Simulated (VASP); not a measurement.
Write the native input for VASP 6.6.1 that does the following.

| Item | Value |
| --- | --- |
| Task | single point |
| Functional | PBE |
| Potentials or basis | VASP PAW PBE potentials, release 64 (Sr_sv, Hf_pv) |
| Cutoff | 520 eV |
| k mesh | 4 × 4 × 4 |
| Occupations | gaussian, width 0.2 eV |
| Spin | no spin polarisation |
| Dipole correction | no |
| Further INCAR settings | ALGO = Normal; EDIFF = 1e-07; NBANDS = 50 |

The structure of SrHf lies in POSCAR:

```
SrHf
1.0
    3.5556195743      3.5556195743      0.0000000000
    3.5556195743     -3.5556195743      7.1112391487
    3.5556195743     -3.5556195743     -7.1112391487
Sr Hf
4 4
Direct
    0.5000000000      0.5000000000      1.0000000000
    0.0000000000      1.0000000000      1.0000000000
    0.0000000000      0.5000000000      0.5000000000
    0.5000000000      0.0000000000      0.5000000000
    0.5000000000      0.1250000000      0.8750000000
    0.0000000000      0.6250000000      0.8750000000
    0.0000000000      0.1250000000      0.3750000000
    0.5000000000      0.6250000000      0.3750000000
```

One way to write it, as run:

INCAR

```
SYSTEM = SrHf
ALGO     = Normal         ! electronic algorithm
EDIFF    = 1E-7           ! SCF threshold, eV
ENCUT    = 520            ! plane-wave cutoff, eV
GGA      = PE             ! functional
ISIF     = 2              ! what is computed and relaxed
ISMEAR   = 0              ! smearing method
LASPH    = .TRUE.         ! aspherical terms in the spheres
LCHARG   = .FALSE.        ! write CHGCAR
LREAL    = .FALSE.        ! projectors in reciprocal space
LWAVE    = .FALSE.        ! write WAVECAR
NBANDS   = 50             ! bands
NELM     = 100            ! most SCF steps
PREC     = Accurate       ! precision mode
SIGMA    = 0.2            ! smearing width, eV
```

KPOINTS

```
k-points
0
G
  4 4 4
  0 0 0
```

Potentials or basis: VASP PAW PBE potentials, release 64 (Sr_sv, Hf_pv).

Command:

```bash
$ cat potpaw_PBE.64/Sr_sv/POTCAR potpaw_PBE.64/Hf_pv/POTCAR > POTCAR
$ mpirun -np 1 vasp_std > vasp.out
```

It gave:

```
Pressure               : 0.2 GPa
Band gap on the k mesh : zero (band 40 reaches 1.32 eV, above the bottom of band 41 at 1.01 eV)
```

Caveat: spin-orbit coupling is left out, which moves the levels of the heavy elements.

Run time: 7 min on 1 thread of Intel(R) Xeon(R) 6975P-C (Granite Rapids), with other jobs on the host, peak memory 0.64 GiB.
